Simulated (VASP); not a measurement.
A run of VASP 6.6.1:

The input INCAR:

```
SYSTEM = Ir
PREC = Accurate
ENCUT = 500
EDIFF = 1E-6
ISMEAR = -1
SIGMA = 0.05
LREAL = .FALSE.
LASPH = .TRUE.
NELM = 120
ALGO = Normal
ISIF = 2
LWAVE = .FALSE.
LCHARG = .TRUE.
GGA = PS
LELF = .TRUE.
LVHAR = .TRUE.
NBANDS = 10
GGA_COMPAT = .FALSE.
```

File KPOINTS:

```
Automatic mesh
0
G
  15 15 15
  0 0 0
```

The input POSCAR:

```
Ir
1.0
    0.0000000000      1.8808448178      1.8808448178
    1.8808448178      0.0000000000      1.8808448178
    1.8808448178      1.8808448178      0.0000000000
Ir
1
Direct
    0.0000000000      0.0000000000      0.0000000000
```

Potentials or basis: VASP PAW PBE potentials, release 64 (Ir).

Command:

```console
$ cat potpaw_PBE.64/Ir/POTCAR > POTCAR
$ mpirun -np 1 vasp_std > vasp.out
```

Hardware: 1 thread of Intel Xeon 8259CL, with other jobs on the host.

**Question.** Estimate the wall time of this run.

**Answer.** Wall time 21 s on 1 thread of Intel Xeon 8259CL (shared host), peak memory 0.14 GiB. Counts: scf iterations 12, k points 120.
